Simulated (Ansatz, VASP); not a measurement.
## TiO2 in VASP and in Ansatz

```
CELL_PARAMETERS angstrom
-2.00189 2.00189 4.44500
2.00189 -2.00189 4.44500
2.00189 2.00189 -4.44500
ATOMIC_POSITIONS crystal
Ti 0.00000 0.00000 0.00000
Ti 0.75000 0.25000 0.50000
O 0.19500 0.19500 0.00000
O 0.94500 0.44500 0.50000
O 0.55500 0.05500 0.50000
O 0.80500 0.80500 0.00000
```

Alike in both runs: task single point; functional PBE; k mesh 8 × 8 × 8; occupations gaussian, width 0.05 eV; no spin polarisation; Hubbard terms Ti d U = 4.0 eV.

```csv
,VASP,Ansatz
version,VASP 6.6.1,Ansatz 0.2.0
potentials or method,"VASP PAW PBE potentials, release 64 (Ti_sv, O), cutoff 520 eV","scalar-relativistic, plane waves, PAW"
valence electrons in the cell,48,48
```

|  | VASP | Ansatz | Ansatz less VASP |
| --- | --- | --- | --- |
| gap on the k mesh at the Fermi level (eV) | 2.99 | 3.11 | +0.118 |
| least direct gap on the mesh (eV) | 3.01 | 3.13 | +0.124 |
| rms of the force components (eV/Å) | 2.964 | 2.724 | -0.2395 |

The programs project onto different local orbitals, so the same U acts differently, and such runs can settle in different states. Atom by atom the forces differ by 0.240 eV/Å (rms over components).
